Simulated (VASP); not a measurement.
# ZnAg2S2 (P-6m2) in VASP: notebook, part 2 of 3

VASP 6.6.1. Earlier steps stand in the parts before.

## Step 4: Single point, PBE

The input, INCAR:

```
ALGO = Normal
EDIFF = 1E-6
ENCUT = 520
GGA = PE
ISIF = 2
ISMEAR = 0
LASPH = T
LCHARG = F
LREAL = F
LWAVE = F
NBANDS = 31
NELM = 80
PREC = Accurate
SIGMA = 0.1
```

The input, KPOINTS:

```
k-points
0
Gamma
  6 6 4
```

The input, POSCAR:

```
ZnAg2S2
1.0
    4.3423632994      0.0000000000      0.0000000000
   -2.1711816497      3.7605969298      0.0000000000
    0.0000000000      0.0000000000      5.9544817250
Zn Ag S
1 2 2
Direct
    0.6666666667      0.3333333333      0.0000000000
    0.6666666667      0.3333333333      0.5000000000
    0.0000000000      0.0000000000      0.0000000000
    0.3333333333      0.6666666667      0.7423817428
    0.3333333333      0.6666666667      0.2576182572
```

On the command line:

```
$ cat potpaw_PBE.64/Zn/POTCAR potpaw_PBE.64/Ag/POTCAR potpaw_PBE.64/S/POTCAR > POTCAR
$ mpirun -np 1 vasp_std > vasp.out
```

Run time: 75 s. Hardware: 1 thread of Oxide Virtual Turin-like, shared host; peak memory 0.2 GiB.

The run converged. Its results:

- Free energy: -13.3985 eV
- Pressure: 0.0 GPa
- Largest force: 0.036 eV/Å
- Band gap on the k mesh: zero (band 23 reaches 5.53 eV, above the bottom of band 24 at 4.37 eV)

Forces on the atoms (eV/Å):
```
Zn   0.000  0.000  0.000
Ag   0.000  0.000  0.000
Ag   0.000  0.000  0.000
S    0.000  0.000 -0.036
S    0.000  0.000  0.036
```

Levels at points of the mesh, in eV from the Fermi level:
| k point | band 19 | band 20 | band 21 | band 22 | band 23 | band 24 | band 25 | band 26 | band 27 | band 28 |
| --- | --- | --- | --- | --- | --- | --- | --- | --- | --- | --- |
| (0.00, 0.00, 0.00) | -2.54 | -1.59 | -1.59 | -0.98 | -0.98 | 0.29 | 1.74 | 3.05 | 3.05 | 3.28 |
| (0.50, 0.00, 0.00) | -3.29 | -3.26 | -2.72 | -0.70 | -0.32 | 0.17 | 0.87 | 3.38 | 3.46 | 4.24 |
| (0.00, 0.00, 0.50) | -2.71 | -1.43 | -1.43 | -1.39 | -1.39 | -0.93 | 0.09 | 3.70 | 3.70 | 6.11 |
| (0.50, 0.00, 0.50) | -3.53 | -2.86 | -2.23 | -2.20 | -1.94 | 0.69 | 1.86 | 1.98 | 4.60 | 4.67 |

## Step 5: Single point, PBE, collinear spin, ferromagnetic start

This run uses another cell than the first one, of 19.15 Å³/atom, 0.985 times its volume.

The input, INCAR:

```
PREC = Accurate
ENCUT = 520
EDIFF = 1E-6
ISMEAR = 0
SIGMA = 0.1
LREAL = False
LASPH = True
NELM = 150
ALGO = Normal
ISIF = 2
LWAVE = False
LCHARG = False
ISPIN = 2
MAGMOM = 0 1 1 0 0
LORBIT = 11
LMAXMIX = 4
GGA = PE
NBANDS = 35
```

The input, KPOINTS:

```
Automatic mesh
0
Gamma
  6 6 2
```

The input, POSCAR:

```
ZnAg2S2
1.0
    4.4637166475      0.0000000000      0.0000000000
   -2.2318583237      3.8656920120      0.0000000000
    0.0000000000      0.0000000000      5.5489449200
Zn Ag S
1 2 2
Direct
    0.6666666667      0.3333333333      0.0000000000
    0.6666666667      0.3333333333      0.5000000000
    0.0000000000      0.0000000000      0.0000000000
    0.3333333333      0.6666666667      0.7493353465
    0.3333333333      0.6666666667      0.2506646535
```

Potentials or basis: VASP PAW PBE potentials, release 64 (Zn, Ag, S).

On the command line:

```
$ cat potpaw_PBE.64/Zn/POTCAR potpaw_PBE.64/Ag/POTCAR potpaw_PBE.64/S/POTCAR > POTCAR
$ mpirun -np 1 vasp_std > vasp.out
```

OUTCAR:

```text
PREC = Accurate
   ENCUT = 520
   EDIFF = 1E-6
   ISMEAR = 0
   LREAL = False
   LASPH = True
   NELM = 150
   ISIF = 2
   ISPIN = 2
   LORBIT = 11
   GGA = PE

 ion  position               nearest neighbor table
   1  0.667  0.333  0.000-   3 2.58   3 2.58   3 2.58   2 2.77   2 2.77
   2  0.667  0.333  0.500-   1 2.77   1 2.77   4 2.93   5 2.93   4 2.93   5 2.93   5 2.93   4 2.93

   3  0.000  0.000  0.000-   1 2.58   1 2.58   1 2.58   5 2.93   4 2.93   4 2.93   5 2.93   4 2.93
                             5 2.93
   4  0.333  0.667  0.749-   5 2.77   5 2.78   2 2.93   2 2.93   2 2.93   3 2.93   3 2.93   3 2.93

   5  0.333  0.667  0.251-   4 2.77   4 2.78   2 2.93   2 2.93   2 2.93   3 2.93   3 2.93   3 2.93

  LATTYP: Found a hexagonal cell.
 ALAT       =     4.4637166475
 C/A-ratio  =     1.2431221241

  Lattice vectors:

 A1 = (   4.4637166475,   0.0000000000,   0.0000000000)
 A2 = (  -2.2318583237,   3.8656920120,   0.0000000000)
 A3 = (   0.0000000000,   0.0000000000,   5.5489449200)

Analysis of symmetry for initial positions (statically):
=====================================================================
 Subroutine PRICEL returns:
 Original cell was already a primitive cell.

 Routine SETGRP: Setting up the symmetry group for a
 hexagonal supercell.

 Subroutine GETGRP returns: Found 12 space group operations
 (whereof 12 operations were pure point group operations)
 out of a pool of 24 trial point group operations.

The static configuration has the point symmetry D_3h.

Analysis of symmetry for dynamics (positions and initial velocities):
=====================================================================
 Subroutine PRICEL returns:
 Original cell was already a primitive cell.

 Routine SETGRP: Setting up the symmetry group for a
 hexagonal supercell.

[... 163 lines left out ...]

 E-fermi :   5.5483     XC(G=0): -10.5835

 val. band max:        5.4780223658   @ k =   0.3333   0.0000   0.5000
 cond. band min:       5.6277184517   @ k =   0.1667   0.1667   0.5000
 fundamental gap:      0.1496960859
 Fermi energy:         5.5482562246

 spin component 1

 k-point     1 :       0.0000    0.0000    0.0000
  band No.  band energies     occupation
      1      -8.6158      1.00000
      2      -6.2650      1.00000
      3      -2.3059      1.00000
      4      -2.0789      1.00000
      5      -2.0789      1.00000
      6      -2.0032      1.00000
[... 521 lines left out ...]
     34      17.3691      0.00000
     35      17.4026      0.00000
 Fermi energy:         5.5482562246

 spin component 2

 k-point     1 :       0.0000    0.0000    0.0000
  band No.  band energies     occupation
      1      -8.6158      1.00000
      2      -6.2650      1.00000
      3      -2.3059      1.00000
      4      -2.0790      1.00000
      5      -2.0790      1.00000
      6      -2.0032      1.00000
[... 521 lines left out ...]
     34      17.3713      0.00000
     35      17.4044      0.00000

------------------------ aborting loop because EDIFF is reached ----------------------------------------

  FORCE on cell =-STRESS in cart. coord.  units (eV):
  Direction    XX          YY          ZZ          XY          YZ          ZX
  --------------------------------------------------------------------------------------
  -------------------------------------------------------------------------------------
  Total       -0.0357666     -0.0357666     -0.1523823     -0.0000000     -0.0000000      0.0000000
  in kB       -0.5984864     -0.5984864     -2.5498276     -0.0000000     -0.0000000      0.0000000
  external PRESSURE =      -1.2489335 kB  Pullay stress =       0.0000000 kB

 VOLUME and BASIS-vectors are now :
 -----------------------------------------------------------------------------
  energy-cutoff  :      520.00
  volume of cell :       95.75
      direct lattice vectors                 reciprocal lattice vectors
     4.463716648  0.000000000  0.000000000     0.224028557  0.129342948  0.000000000
    -2.231858324  3.865692012  0.000000000     0.000000000  0.258685896  0.000000000
     0.000000000  0.000000000  5.548944920     0.000000000  0.000000000  0.180214440

 POSITION                                       TOTAL-FORCE (eV/Angst)
 -----------------------------------------------------------------------------------
      2.23186      1.28856      0.00000        -0.000000      0.000000      0.000000
      2.23186      1.28856      2.77447         0.000000     -0.000000      0.000000
      0.00000      0.00000      0.00000         0.000000      0.000000      0.000000
     -0.00000      2.57713      4.15802        -0.000000     -0.000000      0.017015
     -0.00000      2.57713      1.39092        -0.000000      0.000000     -0.017015
 -----------------------------------------------------------------------------------
    total drift:                               -0.000001      0.000001      0.000000

  FREE ENERGIE OF THE ION-ELECTRON SYSTEM (eV)
  ---------------------------------------------------
  free  energy   TOTEN  =       -13.6203791586 eV

  energy  without entropy=      -13.6143112969  energy(sigma->0) =      -13.61734523

 total charge

# of ion       s       p       d       tot
------------------------------------------
    1        0.589   0.322   9.767  10.678
    2        0.272   0.178   9.261   9.711
    3        0.356   0.234   9.217   9.807
    4        1.413   2.164   0.000   3.577
    5        1.413   2.164   0.000   3.577
--------------------------------------------------
tot          4.043   5.062  28.244  37.349

 magnetization (x)

# of ion       s       p       d       tot
------------------------------------------
    1       -0.000  -0.000   0.000  -0.000
    2       -0.000  -0.000   0.000  -0.000
    3       -0.000  -0.000  -0.000  -0.000
    4       -0.000   0.000   0.000   0.000
    5       -0.000   0.000   0.000   0.000
--------------------------------------------------
tot         -0.000  -0.000   0.000  -0.000
```

stdout:

```text
POSCAR found type information on POSCAR ZnAgS
 POSCAR found :  3 types and       5 ions
 scaLAPACK will be used
 LDA part: xc-table for (Slater+PW92), standard interpolation
 POSCAR, INCAR and KPOINTS ok, starting setup
 FFT: planning ... GRIDC
 FFT: planning ... GRID_SOFT
 FFT: planning ... GRID
 WAVECAR not read
 entering main loop
```

It took 96 s on 1 thread of Oxide Virtual Turin-like, shared host; peak memory 0.27 GiB.

What came out:

* Free energy: -13.6204 eV
* Pressure: -0.1 GPa
* Largest force: 0.017 eV/Å
* Band gap on the k mesh: zero (filled and empty bands overlap)
* Net moment: 0.00 μB per cell
* Valence electrons inside the program's atomic spheres: Zn 10.68; Ag 9.71, 9.81; S 3.58

Forces in eV/Å, atoms in the order of the input:
```
Zn   0.000  0.000  0.000
Ag   0.000  0.000  0.000
Ag   0.000  0.000  0.000
S    0.000  0.000  0.017
S    0.000  0.000 -0.017
```

Levels at points of the mesh, in eV from the Fermi level:
Spin up:
```tsv
k point	band 20	band 21	band 22	band 23	band 24	band 25	band 26	band 27
(0.00, 0.00, 0.00)	-1.88	-1.88	-0.98	-0.98	1.19	1.78	2.44	2.44
(0.50, 0.00, 0.00)	-3.47	-2.60	-0.73	-0.72	0.69	1.79	3.29	3.52
(0.00, 0.00, 0.50)	-1.68	-1.68	-1.57	-1.57	-1.56	-0.39	3.28	3.28
(0.50, 0.00, 0.50)	-2.76	-2.52	-2.03	-2.02	0.11	1.59	2.20	4.61
```
Spin down:
| k point | band 21 | band 22 | band 23 | band 24 | band 25 | band 26 |
| --- | --- | --- | --- | --- | --- | --- |
| (0.00, 0.00, 0.00) | -1.88 | -0.98 | -0.98 | 1.19 | 1.78 | 2.44 |
| (0.50, 0.00, 0.00) | -2.60 | -0.73 | -0.72 | 0.69 | 1.79 | 3.29 |
| (0.00, 0.00, 0.50) | -1.68 | -1.57 | -1.57 | -1.56 | -0.39 | 3.28 |
| (0.50, 0.00, 0.50) | -2.52 | -2.03 | -2.02 | 0.11 | 1.59 | 2.20 |

Caveat: the k points lie up to 0.57 Å⁻¹ apart.

## Step 6: Relaxation of cell and atoms, PBE

This run uses another cell than the first one, of 19.15 Å³/atom, 0.985 times its volume.

The input, INCAR:

```
ALGO = Normal ; EDIFF = 1E-6
EDIFFG = -0.04 ; ENCUT = 600
GGA = PE ; IBRION = 2
ISIF = 3 ; ISMEAR = 0
LASPH = True ; LCHARG = False
LREAL = False ; LWAVE = False
NELM = 80 ; NSW = 90
PREC = Accurate ; SIGMA = 0.1
```

The input, KPOINTS:

```
k-points
0
Gamma
  6 6 4
```

POSCAR is that of step 5.

Potentials or basis: VASP PAW PBE potentials, release 64 (Zn, Ag, S).

On the command line:

```
$ cat potpaw_PBE.64/Zn/POTCAR potpaw_PBE.64/Ag/POTCAR potpaw_PBE.64/S/POTCAR > POTCAR
$ mpirun -np 1 vasp_std > vasp.out
```

Wall time 19 min (1 thread of Oxide Virtual Turin-like, shared host); peak memory 0.26 GiB.

It converged, with:

```
Free energy                            : -13.3930 eV
Relaxed volume                         : 19.43 Å³/atom
Relaxed cell                           : a = 4.320 Å, b = 4.320 Å, c = 6.011 Å, α = 90.00°, β = 90.00°, γ = 120.00°
Space group after relaxing (to 0.05 Å) : P-6m2 (No. 187)
Energy gained by relaxing              : 12.5 meV/atom
Ionic steps                            : 24
Pressure after relaxing                : 0.1 GPa
Largest force after relaxing           : 0.036 eV/Å
Band gap on the k mesh                 : zero (band 23 reaches 5.29 eV, above the bottom of band 24 at 4.76 eV)
```

Forces in eV/Å, atoms in the order of the input:
```
Zn   0.000  0.000  0.000
Ag   0.000  0.000  0.000
Ag   0.000  0.000  0.000
S    0.000  0.000 -0.036
S    0.000  0.000  0.036
```

Stress tensor (GPa, compression positive):
```
0.07 0.00 0.00
0.00 0.07 0.00
0.00 0.00 0.27
```

Step by step:
```
step  energy change (eV)  largest force (eV/Å)  pressure (GPa)  volume (Å³)
   1              0.0000                0.2356            0.84        95.75
   2             -0.0073                0.1606           -0.19        97.14
   3             -0.0075                0.1484           -0.37        97.41
   4             -0.0107                0.1088           -0.21        97.15
   5             -0.0139                0.0398            0.05        96.70
   6             -0.0141                0.0129            0.22        96.51
   7             -0.0182                0.0065            0.05        96.80
   8             -0.0301                0.1300           -0.41        97.65
   9             -0.0300                0.1925           -0.52        97.93
  10             -0.0304                0.1622           -0.48        97.79
  11             -0.0316                0.1837           -0.46        97.79
  12             -0.0342                0.2011           -0.40        97.79
  13             -0.0449                0.0731           -0.20        97.76
  14             -0.0475                0.1663            0.25        97.60
  15             -0.0501                0.1585            0.08        97.67
  16             -0.0503                0.1583            0.02        97.68
  17             -0.0503                0.1572           -0.01        97.69
  18             -0.0521                0.1483           -0.03        97.69
  19             -0.0563                0.0940           -0.13        97.66
  20             -0.0584                0.0137           -0.22        97.61
  21             -0.0602                0.0002            0.13        97.07
  22             -0.0604                0.0070            0.35        96.78
  23             -0.0617                0.0244            0.24        96.97
  24             -0.0626                0.0361            0.13        97.15
```

Final structure:
```cif
data_structure
_symmetry_space_group_name_H-M 'P 1'
_symmetry_Int_Tables_number 1
_cell_length_a 4.3201
_cell_length_b 4.3201
_cell_length_c 6.0109
_cell_angle_alpha 90.000
_cell_angle_beta 90.000
_cell_angle_gamma 120.000
_cell_volume 97.15
loop_
_atom_site_label
_atom_site_type_symbol
_atom_site_fract_x
_atom_site_fract_y
_atom_site_fract_z
_atom_site_occupancy
Zn1 Zn 0.66667 0.33333 0.00000 1
Ag1 Ag 0.66667 0.33333 0.50000 1
Ag2 Ag 0.00000 0.00000 0.00000 1
S1 S 0.33333 0.66667 0.73087 1
S2 S 0.33333 0.66667 0.26913 1
```

Levels at points of the mesh, in eV from the Fermi level:
| k point | band 20 | band 21 | band 22 | band 23 | band 24 | band 25 | band 26 | band 27 |
| --- | --- | --- | --- | --- | --- | --- | --- | --- |
| (0.00, 0.00, 0.00) | -1.55 | -1.55 | -0.97 | -0.97 | 0.17 | 1.82 | 3.24 | 3.24 |
| (0.50, 0.00, 0.00) | -3.20 | -2.72 | -0.68 | -0.33 | -0.02 | 0.79 | 3.19 | 3.53 |
| (0.00, 0.00, 0.50) | -1.41 | -1.41 | -1.34 | -1.34 | -0.54 | 0.06 | 3.91 | 3.91 |
| (0.50, 0.00, 0.50) | -2.77 | -2.50 | -2.07 | -2.03 | 0.93 | 1.61 | 2.03 | 4.41 |

[end of part 2 of 3]
